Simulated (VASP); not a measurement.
PtS2, 3 atoms in the cell. Symmetry: P-3m1, No. 164, trigonal system. Conventional cell: a = 3.574 Å, b = 3.574 Å, c = 6.306 Å, α = 90.00°, β = 90.00°, γ = 120.00°. Pt (site symmetry -3m) has 6 S at 2.40 Å within 3.2 Å. Within 3.3 Å of S (site symmetry 3m) lie 3 Pt at 2.40 Å and 3 S at 3.21 Å. 

- Program: VASP 6.6.1
- Task: single point
- Functional: PBE
- Potentials or basis: VASP PAW PBE potentials, release 64 (Pt, S)
- Cutoff: 520 eV
- k mesh: 8 × 8 × 4
- Occupations: gaussian, width 0.05 eV
- Spin: non-collinear spin, zero start, spin-orbit coupling
- Starting moments: [[0.0, 0.0, 0.0], [0.0, 0.0, 0.0], [0.0, 0.0, 0.0]] μB
- Dipole correction: no
- Further INCAR settings: ALGO = Normal; EDIFF = 1e-06; NBANDS = 35

Potentials or basis: VASP PAW PBE potentials, release 64 (Pt, S).

Run with:

```sh
$ cat potpaw_PBE.64/Pt/POTCAR potpaw_PBE.64/S/POTCAR > POTCAR
$ mpirun -np 1 vasp_ncl > vasp.out
```

Hardware: 1 thread of AMD EPYC 7R13 (shared host).

Question: How long does it take, and how much memory?

Answer: Run time: 3.8 min on 1 thread of AMD EPYC 7R13, with other jobs on the host, peak memory 0.37 GiB. Counts: scf iterations 15, k points 35.
